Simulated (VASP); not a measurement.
Here is a VASP 6.6.1 calculation.

Contents of INCAR:

```
SYSTEM = HfB2
PREC = Accurate
ENCUT = 520
EDIFF = 1E-7
ISMEAR = -1
SIGMA = 0.05
LREAL = .FALSE.
LASPH = .TRUE.
NELM = 100
ALGO = Normal
ISIF = 2
LWAVE = .FALSE.
LCHARG = .FALSE.
GGA = PE
NBANDS = 15
```

Contents of KPOINTS:

```
regular mesh
0
G
  13 13 10
  0 0 0
```

Contents of POSCAR:

```
HfB2
1.0
    3.1451078224      0.0000000000      0.0000000000
   -1.5725539112      2.7237432718      0.0000000000
    0.0000000000      0.0000000000      3.4873792405
Hf B
1 2
Direct
    0.0000000000      0.0000000000      0.0000000000
    0.3333333333      0.6666666667      0.5000000000
    0.6666666667      0.3333333333      0.5000000000
```

Potentials or basis: VASP PAW PBE potentials, release 64 (Hf_pv, B).

Launch:

```console
$ cat potpaw_PBE.64/Hf_pv/POTCAR potpaw_PBE.64/B/POTCAR > POTCAR
$ mpirun -np 1 vasp_std > vasp.out
```

Problem. What does it give for the band gap on the k mesh?

Solution. Zero (bands 8 and 9 overlap by 1.05 eV).

Problem. What does it give for the pressure?

Solution. -0.4 GPa.

Stress tensor (GPa, compression positive):
```
-0.46  0.00  0.00
 0.00 -0.46  0.00
 0.00  0.00 -0.19
```

Caveat: spin-orbit coupling is left out, which moves the levels of the heavy elements.
